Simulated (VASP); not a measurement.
## AlCu: single point with r2SCAN

Crystal: AlCu.

```
Al Cu
1.0
     2.99751    0.00000    0.00000
     0.00000    2.99751    0.00000
     0.00000    0.00000    2.99751
Al Cu
1 1
Direct
  0.93745 0.00000 0.00000
  0.50000 0.50000 0.50000
```

This cell differs from its parent crystal: all Al atoms moved +0.188 Å, as atom 1 towards its neighbour atom 1 (Al) at 2.998 Å.

```yaml
Program: VASP 6.6.1
Task: single point
Functional: r2SCAN
Potentials_or_basis: VASP PAW PBE potentials, release 64 (Al, Cu)
Cutoff: 520 eV
k_mesh: 16 × 16 × 16
Occupations: gaussian, width 0.15 eV
Spin: no spin polarisation
```

```
Pressure               : -3.3 GPa
Largest force          : 0.747 eV/Å
Band gap on the k mesh : zero (bands 7 and 8 overlap by 4.98 eV)
```

Forces in eV/Å, atoms in the order of the input:
```
Al   0.747  0.000  0.000
Cu  -0.747  0.000  0.000
```

Stress tensor (GPa, compression positive):
```
-4.08  0.00  0.00
 0.00 -2.90  0.00
 0.00  0.00 -2.90
```

Levels at points of the mesh, in eV from the Fermi level:
```
           k point  band 5  band 6  band 7  band 8  band 9  band 10
(0.00, 0.00, 0.00)   -4.09   -4.09    4.07    4.07    4.12     6.45
(0.50, 0.00, 0.00)   -4.53   -4.06   -3.35    7.50    8.21     8.21
(0.00, 0.50, 0.00)   -4.52   -4.04   -3.38    7.48    8.46     8.60
(0.50, 0.50, 0.00)   -4.05   -3.95   -3.75   -0.87   -0.09    10.95
(0.00, 0.50, 0.50)   -3.92   -3.92   -3.76   -0.91   -0.08    11.01
(0.50, 0.50, 0.50)   -3.73    0.54    0.54    0.72    1.92     2.35
```

Run time: 6.5 min on 1 thread of Intel Xeon 8259CL (shared host), peak memory 0.27 GiB.

Caveat: the cell differs from its parent crystal (all Al atoms moved +0.188 Å, as atom 1 towards its neighbour atom 1 (Al) at 2.998 Å); the cell stands under tension; the PAW data sets were made with another functional, which shifts forces and pressure a little.
